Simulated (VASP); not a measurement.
# BaCaBr4 (F-43m) in VASP: notebook

Runs on BaCaBr4. Level: PBE. Tasks: single point, relaxation of cell and atoms.

Everything below comes from runs of VASP 6.6.1. Logs are shortened: lines on timing, memory, paths and dates and some standing lists are left out, and cuts for length are marked.

## (1) The cell of the first run

Symmetry: F-43m, No. 216, cubic system. Conventional cell: a = 9.349 Å, b = 9.349 Å, c = 9.349 Å, α = 90.00°, β = 90.00°, γ = 90.00°. Within 5.1 Å of Ba (site symmetry -43m) lie 12 Br at 3.88 Å and 4 Ca at 4.05 Å. Within 5.1 Å of Ca (site symmetry -43m) lie 12 Br at 3.87 Å and 4 Ba at 4.05 Å. Within 4.3 Å of Br (site symmetry 3m) lie 6 Br at 3.30 to 3.32 Å and 3 Ca at 3.87 Å and 3 Ba at 3.88 Å.

## (2) Single point, PBE

Input file INCAR:

```
SYSTEM = BaCaBr4
PREC = Accurate ; ENCUT = 520
EDIFF = 1E-6 ; ISMEAR = 0
SIGMA = 0.1 ; LREAL = .FALSE.
LASPH = .TRUE. ; NELM = 100
ALGO = Normal ; ISIF = 2
LWAVE = .FALSE. ; LCHARG = .FALSE.
GGA = PE ; NBANDS = 33
```

Input file KPOINTS:

```
regular mesh
0
G
  8 8 8
  0 0 0
```

Input file POSCAR:

```
BaCaBr4
1.0
    0.0000000000      4.6742992772      4.6742992772
    4.6742992772      0.0000000000      4.6742992772
    4.6742992772      4.6742992772      0.0000000000
Ba Ca Br
1 1 4
Direct
    0.0000000000      0.0000000000      0.0000000000
    0.2500000000      0.2500000000      0.2500000000
    0.6246141294      0.6246141294      0.1261576119
    0.6246141294      0.1261576119      0.6246141294
    0.1261576119      0.6246141294      0.6246141294
    0.6246141294      0.6246141294      0.6246141294
```

Potentials or basis: VASP PAW PBE potentials, release 64 (Ba_sv, Ca_sv, Br).

Started as:

```console
cat potpaw_PBE.64/Ba_sv/POTCAR potpaw_PBE.64/Ca_sv/POTCAR potpaw_PBE.64/Br/POTCAR > POTCAR
mpirun -np 1 vasp_std > vasp.out
```

OUTCAR:

```text
SYSTEM = BaCaBr4
   PREC = Accurate
   ENCUT = 520
   EDIFF = 1E-6
   ISMEAR = 0
   LREAL = .FALSE.
   LASPH = .TRUE.
   NELM = 100
   ISIF = 2
   GGA = PE

 ion  position               nearest neighbor table
   1  0.000  0.000  0.000-
   2  0.250  0.250  0.250-
   3  0.625  0.625  0.126-
   4  0.625  0.126  0.625-
   5  0.126  0.625  0.625-
   6  0.625  0.625  0.625-

  LATTYP: Found a face centered cubic cell.
 ALAT       =     9.3485985544

  Lattice vectors:

 A1 = (   0.0000000000,   4.6742992772,   4.6742992772)
 A2 = (   4.6742992772,   0.0000000000,   4.6742992772)
 A3 = (   4.6742992772,   4.6742992772,   0.0000000000)

Analysis of symmetry for initial positions (statically):
=====================================================================
 Subroutine PRICEL returns:
 Original cell was already a primitive cell.

 Routine SETGRP: Setting up the symmetry group for a
 face centered cubic supercell.

 Subroutine GETGRP returns: Found 24 space group operations
 (whereof 24 operations were pure point group operations)
 out of a pool of 48 trial point group operations.

The static configuration has the point symmetry T_d .

Analysis of symmetry for dynamics (positions and initial velocities):
=====================================================================
 Subroutine PRICEL returns:
 Original cell was already a primitive cell.

 Routine SETGRP: Setting up the symmetry group for a
 face centered cubic supercell.

 Subroutine GETGRP returns: Found 24 space group operations
 (whereof 24 operations were pure point group operations)
 out of a pool of 48 trial point group operations.

The dynamic configuration has the point symmetry T_d .

 Subroutine INISYM returns: Found 24 space group operations
 (whereof 24 operations are pure point group operations),
 and found     1 'primitive' translations

----------------------------------------------------------------------------------------

                                     Primitive cell

  volume of cell :     204.2582

  direct lattice vectors                    reciprocal lattice vectors
     0.000000000  4.674299277  4.674299277    -0.106967905  0.106967905  0.106967905
     4.674299277  0.000000000  4.674299277     0.106967905 -0.106967905  0.106967905
     4.674299277  4.674299277  0.000000000     0.106967905  0.106967905 -0.106967905

  length of vectors
     6.610457432  6.610457432  6.610457432     0.185273846  0.185273846  0.185273846
[... 87 lines left out ...]
   ENCUT  =  520.0 eV  38.22 Ry    6.18 a.u.  12.29 12.29 12.29*2*pi/ulx,y,z
   NELM   =    100;   NELMIN=  2; NELMDL= -5     # of ELM steps
   EDIFF  = 0.1E-05   stopping-criterion for ELM
   LREAL  =      F    real-space projection
   EDIFFG = 0.1E-04   stopping-criterion for IOM
   NSW    =      0    number of steps for IOM
   IBRION =     -1    ionic relax: 0-MD 1-quasi-New 2-CG
   NFREE  =      0    steps in history (QN), initial steepest desc. (CG)
   ISIF   =      2    stress and relaxation
   ISYM   =      2    0-nonsym 1-usesym 2-fastsym
   POTIM  = 0.5000    time-step for ionic-motion
   TEBEG  =    0.0;   TEEND  =   0.0 temperature during run
   PSTRESS=    0.0 pullay stress
   NELECT =      48.0000    total number of electrons
   NUPDOWN=      -1.0000    fix difference up-down
   EMIN   =  10.00;   EMAX   =-10.00  energy-range for DOS
   EFERMI =   0.00;   METHOD = LEGACY
   ISMEAR =     0;   SIGMA  =   0.10  broadening in eV -4-tet -1-fermi 0-gaus
   EFERMI_NEDOS =   21; number of points for ismear=-14 and -15
   IALGO  =     38    algorithm
   IMIX   =      4    mixing-type and parameters
     AMIX     =   0.40;   BMIX     =  1.00
     AMIX_MAG =   1.60;   BMIX_MAG =  1.00
  volume/ion in A,a.u.               =      34.04       229.73
  Fermi-wavevector in a.u.,A,eV,Ry     =   1.010250  1.909095 13.886167  1.020604
  Thomas-Fermi vector in A             =   2.143227
   LORBIT       =      0    0 simple, 1 ext, 2 COOP (PROOUT), +10 PAW based schemes
   GGA     = PE    functional components
   LHFCALC =     F    Hartree Fock is set to
   AEXX    =    0.0000 exact exchange contribution
   IVDW    =     0    specifies the selected vdW correction
   LEPSILON=     F    determine dielectric tensor
   LRPA    =     F    only Hartree local field effects (RPA)
 non-spin polarized calculation
 Gauss-broadening in eV      SIGMA  =   0.10
  energy-cutoff  :      520.00
  volume of cell :      204.26
 maximum number of plane-waves:      5577
 NGX is ok and might be reduce to    50
   NGX = 25   NGY = 25   NGZ = 25

 number of electron      47.9999996 magnetization

 Free energy of the ion-electron system (eV)
  ---------------------------------------------------
  ext. energy  EPLUGINS =         0.00000000
  ---------------------------------------------------
  free energy    TOTEN  =       -15.15475648 eV

  energy without entropy =      -15.13551802  energy(sigma->0) =      -15.14513725

 E-fermi :   2.6337     XC(G=0):  -8.3408

 val. band max:        2.6152919543   @ k =  -0.1250   0.1250   0.0000
 cond. band min:       2.6468788459   @ k =   0.1250   0.0000   0.0000
 fundamental gap:      0.0315868916
 Fermi energy:         2.6336578074

 k-point     1 :       0.0000    0.0000    0.0000
  band No.  band energies     occupation
      1     -41.6516      2.00000
      2     -27.0894      2.00000
      3     -22.5772      2.00000
      4     -22.5772      2.00000
      5     -22.5772      2.00000
      6     -12.4257      2.00000
[... 853 lines left out ...]
     32       5.1709      0.00000
     33       5.2053      0.00000

 [... further k-points ...]
[... 5 lines left out ...]
  --------------------------------------------------------------------------------------
  -------------------------------------------------------------------------------------
  Total        0.1889247      0.1889247      0.1889247     -0.0000000     -0.0000000      0.0000000
  in kB        1.4819029      1.4819029      1.4819029     -0.0000000     -0.0000000      0.0000000
  external PRESSURE =       1.4819029 kB  Pullay stress =       0.0000000 kB

 VOLUME and BASIS-vectors are now :
 -----------------------------------------------------------------------------
  energy-cutoff  :      520.00
  volume of cell :      204.26
      direct lattice vectors                 reciprocal lattice vectors
     0.000000000  4.674299277  4.674299277    -0.106967905  0.106967905  0.106967905
     4.674299277  0.000000000  4.674299277     0.106967905 -0.106967905  0.106967905
     4.674299277  4.674299277  0.000000000     0.106967905  0.106967905 -0.106967905

 POSITION                                       TOTAL-FORCE (eV/Angst)
 -----------------------------------------------------------------------------------
      0.00000      0.00000      0.00000        -0.000000     -0.000000     -0.000000
      2.33715      2.33715      2.33715        -0.000000     -0.000000     -0.000000
      3.50933      3.50933      5.83927         0.003653      0.003653     -0.003653
      3.50933      5.83927      3.50933         0.003653     -0.003653      0.003653
      5.83927      3.50933      3.50933        -0.003653      0.003653      0.003653
      5.83927      5.83927      5.83927        -0.003653     -0.003653     -0.003653
 -----------------------------------------------------------------------------------
    total drift:                               -0.000001     -0.000001     -0.000001

  FREE ENERGIE OF THE ION-ELECTRON SYSTEM (eV)
  ---------------------------------------------------
  free  energy   TOTEN  =       -15.1547564765 eV

  energy  without entropy=      -15.1355180217  energy(sigma->0) =      -15.14513725
```

stdout:

```text
POSCAR found type information on POSCAR BaCaBr
 POSCAR found :  3 types and       6 ions
 scaLAPACK will be used
 LDA part: xc-table for (Slater+PW92), standard interpolation
 POSCAR, INCAR and KPOINTS ok, starting setup
 FFT: planning ... GRIDC
 FFT: planning ... GRID_SOFT
 FFT: planning ... GRID
 WAVECAR not read
 entering main loop
```

Run time: 5.4 min. Hardware: 1 thread of AMD EPYC 7R43 (Zen 3), shared host; peak memory 0.46 GiB.

Results:

| Property | Result |
| --- | --- |
| Free energy | -15.1548 eV |
| Pressure | 0.1 GPa |
| Largest force | 0.006 eV/Å |
| Band gap on the k mesh | zero (band 24 reaches 2.68 eV, above the bottom of band 25 at 2.60 eV) |

Forces in eV/Å, atoms in the order of the input:
```
Ba   0.000  0.000  0.000
Ca   0.000  0.000  0.000
Br   0.004  0.004 -0.004
Br   0.004 -0.004  0.004
Br  -0.004  0.004  0.004
Br  -0.004 -0.004 -0.004
```

Levels at points of the mesh, in eV from the Fermi level:
```tsv
k point	band 21	band 22	band 23	band 24	band 25	band 26	band 27	band 28
(0.00, 0.00, 0.00)	-1.07	-0.91	0.05	0.05	0.05	0.65	0.65	0.65
(0.50, 0.00, 0.00)	-2.04	-1.05	-0.11	-0.11	0.02	0.80	0.99	0.99
(0.50, 0.50, 0.00)	-2.31	-2.31	-0.24	-0.24	0.60	0.60	0.83	0.92
```

Caveat: spin-orbit coupling is left out, which moves the levels of the heavy elements.

## (3) Relaxation of cell and atoms, PBE

This run uses another cell than the first one, of 33.92 Å³/atom, 0.996 times its volume.

Input file INCAR:

```
SYSTEM = BaCaBr4
PREC = Accurate
ENCUT = 600
EDIFF = 1E-6
ISMEAR = 0
SIGMA = 0.1
LREAL = .FALSE.
LASPH = .TRUE.
NELM = 100
ALGO = Normal
ISIF = 3
LWAVE = .FALSE.
LCHARG = .FALSE.
GGA = PE
IBRION = 2
NSW = 100
EDIFFG = -0.01
```

Input file KPOINTS:

```
Automatic mesh
0
G
  8 8 8
  0 0 0
```

Input file POSCAR:

```
BaCaBr4
1.0
    0.0000000000      4.6688279586      4.6688279586
    4.6688279586      0.0000000000      4.6688279586
    4.6688279586      4.6688279586      0.0000000000
Ba Ca Br
1 1 4
Direct
    0.0000000000      0.0000000000      0.0000000000
    0.2500000000      0.2500000000      0.2500000000
    0.6245460615      0.6245460615      0.1263618155
    0.6245460615      0.1263618155      0.6245460615
    0.1263618155      0.6245460615      0.6245460615
    0.6245460615      0.6245460615      0.6245460615
```

Potentials or basis: VASP PAW PBE potentials, release 64 (Ba_sv, Ca_sv, Br).

Started as:

```console
cat potpaw_PBE.64/Ba_sv/POTCAR potpaw_PBE.64/Ca_sv/POTCAR potpaw_PBE.64/Br/POTCAR > POTCAR
mpirun -np 1 vasp_std > vasp.out
```

OUTCAR:

```text
SYSTEM = BaCaBr4
   PREC = Accurate
   ENCUT = 600
   EDIFF = 1E-6
   ISMEAR = 0
   LREAL = .FALSE.
   LASPH = .TRUE.
   NELM = 100
   ISIF = 3
   GGA = PE
   IBRION = 2
   NSW = 100
   EDIFFG = -0.01

 ion  position               nearest neighbor table
   1  0.000  0.000  0.000-
   2  0.250  0.250  0.250-
   3  0.625  0.625  0.126-
   4  0.625  0.126  0.625-
   5  0.126  0.625  0.625-
   6  0.625  0.625  0.625-

  LATTYP: Found a face centered cubic cell.
 ALAT       =     9.3376559172

  Lattice vectors:

 A1 = (   0.0000000000,   4.6688279586,   4.6688279586)
 A2 = (   4.6688279586,   0.0000000000,   4.6688279586)
[... 264 lines left out ...]
--------------------------------------- Ionic step        3  -------------------------------------------

 number of electron      48.0000004 magnetization

 Free energy of the ion-electron system (eV)
  ---------------------------------------------------
  ext. energy  EPLUGINS =         0.00000000
  ---------------------------------------------------
  free energy    TOTEN  =       -15.15608651 eV

  energy without entropy =      -15.13688190  energy(sigma->0) =      -15.14648420

 E-fermi :   2.5838     XC(G=0):  -8.3142

 val. band max:        2.5647429734   @ k =  -0.1250   0.1250   0.0000
 cond. band min:       2.5959080138   @ k =   0.1250   0.0000   0.0000
 fundamental gap:      0.0311650404
 Fermi energy:         2.5837999134

 k-point     1 :       0.0000    0.0000    0.0000
  band No.  band energies     occupation
      1     -41.7119      2.00000
      2     -27.1477      2.00000
      3     -22.6372      2.00000
      4     -22.6372      2.00000
      5     -22.6372      2.00000
      6     -12.4423      2.00000
[... 733 lines left out ...]
     27       3.3984      0.00000
     28       3.4753      0.00000

 [... further k-points ...]
[... 5 lines left out ...]
  --------------------------------------------------------------------------------------
  -------------------------------------------------------------------------------------
  Total       -0.0038833     -0.0038833     -0.0038833     -0.0000000      0.0000000     -0.0000000
  in kB       -0.0302633     -0.0302633     -0.0302633     -0.0000000      0.0000000     -0.0000000
  external PRESSURE =      -0.0302633 kB  Pullay stress =       0.0000000 kB
[... 21 lines left out ...]
  FREE ENERGIE OF THE ION-ELECTRON SYSTEM (eV)
  ---------------------------------------------------
  free  energy   TOTEN  =       -15.1560865079 eV

  energy  without entropy=      -15.1368818965  energy(sigma->0) =      -15.14648420

 reached required accuracy - stopping structural energy minimisation
```

OSZICAR:

```text
N       E                     dE             d eps       ncg     rms          rms(c)
DAV:   1     0.414101793008E+03    0.41410E+03   -0.22863E+04  1624   0.168E+03
DAV:   2     0.271356716211E+02   -0.38697E+03   -0.37828E+03  2080   0.327E+02
[... 27 lines left out ...]
DAV:   1    -0.151582109662E+02   -0.22221E-02   -0.52907E-02  1812   0.135E+00    0.230E-01
DAV:   2    -0.151565020416E+02    0.17089E-02   -0.44521E-03  1980   0.334E-01    0.114E-01
DAV:   3    -0.151561265699E+02    0.37547E-03   -0.73920E-04  2372   0.152E-01    0.410E-02
DAV:   4    -0.151560874902E+02    0.39080E-04   -0.19713E-04  2796   0.675E-02    0.238E-02
DAV:   5    -0.151560882614E+02   -0.77117E-06   -0.25634E-05  2380   0.246E-02    0.105E-02
DAV:   6    -0.151560867938E+02    0.14676E-05   -0.21888E-06  1752   0.729E-03    0.441E-03
DAV:   7    -0.151560865079E+02    0.28592E-06   -0.66191E-07  1124   0.488E-03
   3 F= -.15156087E+02 E0= -.15146484E+02  d E =-.146282E-02
```

Run time: 13 min. Hardware: 1 thread of AMD EPYC 7R43 (Zen 3), shared host; peak memory 0.5 GiB.

Results:

```yaml
Free_energy: -15.1561 eV
Relaxed_volume: 34.26 Å³/atom
Relaxed_cell: a = 6.625 Å, b = 6.625 Å, c = 6.625 Å, α = 60.00°, β = 60.00°, γ = 60.00°
Space_group_after_relaxing_to_0.05_Å: F-43m (No. 216)
Energy_gained_by_relaxing: 0.2 meV/atom
Ionic_steps: 3
Pressure_after_relaxing: 0.0 GPa
Band_gap_on_the_k_mesh: zero (band 24 reaches 2.63 eV, above the bottom of band 25 at 2.55 eV)
```

Step by step:
```tsv
step	energy change (eV)	largest force (eV/Å)	pressure (GPa)	volume (Å³)
1	0.0000	0.0044	0.24	203.54
2	-0.0014	0.0024	0.06	205.02
3	-0.0015	0.0016	0.00	205.59
```

Final structure:
```
Ba Ca Br
1.0
     0.00000    4.68442    4.68442
     4.68442    0.00000    4.68442
     4.68442    4.68442    0.00000
Ba Ca Br
1 1 4
Direct
  0.00000 0.00000 0.00000
  0.25000 0.25000 0.25000
  0.62456 0.62456 0.12631
  0.62456 0.12631 0.62456
  0.12631 0.62456 0.62456
  0.62456 0.62456 0.62456
```

Levels at points of the mesh, in eV from the Fermi level:
| k point | band 22 | band 23 | band 24 | band 25 | band 26 | band 27 |
| --- | --- | --- | --- | --- | --- | --- |
| (0.00, 0.00, 0.00) | -0.91 | 0.05 | 0.05 | 0.05 | 0.65 | 0.65 |
| (0.50, 0.00, 0.00) | -1.04 | -0.11 | -0.11 | 0.02 | 0.80 | 0.99 |
| (0.50, 0.50, 0.00) | -2.28 | -0.24 | -0.24 | 0.60 | 0.60 | 0.83 |

Caveat: spin-orbit coupling is left out, which moves the levels of the heavy elements.

## (4) Single point, PBE

Input file INCAR:

```
SYSTEM = BaCaBr4
PREC     = Accurate       ! precision mode
ENCUT    = 520            ! plane-wave cutoff, eV
EDIFF    = 1E-6           ! SCF threshold, eV
ISMEAR   = 0              ! smearing method
SIGMA    = 0.1            ! smearing width, eV
LREAL    = .FALSE.        ! projectors in reciprocal space
LASPH    = .TRUE.         ! aspherical terms in the spheres
NELM     = 100            ! most SCF steps
ALGO     = Normal         ! electronic algorithm
ISIF     = 2              ! what is computed and relaxed
LWAVE    = .FALSE.        ! write WAVECAR
LCHARG   = .FALSE.        ! write CHGCAR
GGA      = PE             ! functional
NBANDS   = 33             ! bands
```

KPOINTS is that of step 3.

Input file POSCAR:

```
BaCaBr4
1.0
    0.0000000000      4.6742992772      4.6742992772
    4.6742992772      0.0000000000      4.6742992772
    4.6742992772      4.6742992772      0.0000000000
Ba Ca Br
1 1 4
Direct
    0.0000000000      0.0000000000      0.0000000000
    0.2500000000      0.2500000000      0.2500000000
    0.6246141294      0.6246141294      0.1261576119
    0.6246141294      0.1261576119      0.6246141294
    0.1261576119      0.6246141294      0.6246141294
    0.6246141294      0.6246141294      0.6246141294
```

Started as:

```console
cat potpaw_PBE.64/Ba_sv/POTCAR potpaw_PBE.64/Ca_sv/POTCAR potpaw_PBE.64/Br/POTCAR > POTCAR
mpirun -np 1 vasp_std > vasp.out
```

It took 4.8 min on 1 thread of AMD EPYC 7R43 (Zen 3), shared host; peak memory 0.46 GiB.

The run converged. Its results:

```yaml
Free_energy: -15.1548 eV
Pressure: 0.1 GPa
Largest_force: 0.006 eV/Å
Band_gap_on_the_k_mesh: zero (band 24 reaches 2.68 eV, above the bottom of band 25 at 2.60 eV)
```

Forces on the atoms (eV/Å):
```
Ba   0.000  0.000  0.000
Ca   0.000  0.000  0.000
Br   0.004  0.004 -0.004
Br   0.004 -0.004  0.004
Br  -0.004  0.004  0.004
Br  -0.004 -0.004 -0.004
```

Levels at points of the mesh, in eV from the Fermi level:
```csv
k point,band 20,band 21,band 22,band 23,band 24,band 25,band 26,band 27,band 28,band 29
"(0.00, 0.00, 0.00)",-1.07,-1.07,-0.91,0.05,0.05,0.05,0.65,0.65,0.65,1.45
"(0.50, 0.00, 0.00)",-2.50,-2.04,-1.05,-0.11,-0.11,0.02,0.80,0.99,0.99,1.18
"(0.50, 0.50, 0.00)",-2.55,-2.31,-2.31,-0.24,-0.24,0.60,0.60,0.83,0.92,1.01
```

Caveat: spin-orbit coupling is left out, which moves the levels of the heavy elements.
